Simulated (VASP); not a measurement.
Write the native input for VASP 6.6.1 that does the following.

| Item | Value |
| --- | --- |
| Task | single point |
| Functional | PBEsol |
| Potentials or basis | VASP PAW PBE potentials, release 64 (Ga_d, P) |
| Cutoff | 500 eV |
| k mesh | 8 × 8 × 8 |
| Occupations | gaussian, width 0.02 eV |
| Spin | no spin polarisation |
| Dipole correction | no |
| Further INCAR settings | ALGO = Normal; EDIFF = 1e-06; NBANDS = 16 |

The structure of GaP lies in POSCAR:

```
GaP
1.0
    0.0000000000      2.7245686875      2.7654474375
    2.7245686875      0.0000000000      2.7654474375
    2.7245686875      2.7245686875      0.0000000000
Ga P
1 1
Direct
    0.0000000000      0.0000000000      0.0000000000
    0.7500000000      0.7500000000      0.7500000000
```

This cell differs from its parent crystal: strained.

These files were run (other wordings do the same):

INCAR

```
SYSTEM = GaP
PREC = Accurate
ENCUT = 500
EDIFF = 1E-6
ISMEAR = 0
SIGMA = 0.02
LREAL = .False.
LASPH = .True.
NELM = 120
ALGO = Normal
ISIF = 2
LWAVE = .False.
LCHARG = .False.
GGA = PS
NBANDS = 16
GGA_COMPAT = .False.
```

KPOINTS

```
Automatic mesh
0
Gamma
  8 8 8
  0 0 0
```

Potentials or basis: VASP PAW PBE potentials, release 64 (Ga_d, P).

Launch:

```sh
$ cat potpaw_PBE.64/Ga_d/POTCAR potpaw_PBE.64/P/POTCAR > POTCAR
$ mpirun -np 1 vasp_std > vasp.out
```

Results of the run:

The pressure is -1.8 GPa. The band gap on the k mesh is 1.47 eV, indirect (least direct gap 1.60 eV).

Caveat: the cell differs from its parent crystal (strained); the PAW data sets were made with another functional, which shifts forces and pressure a little.

Wall time 52 s on 1 thread of AMD EPYC 7R13, with other jobs on the host, peak memory 0.15 GiB.
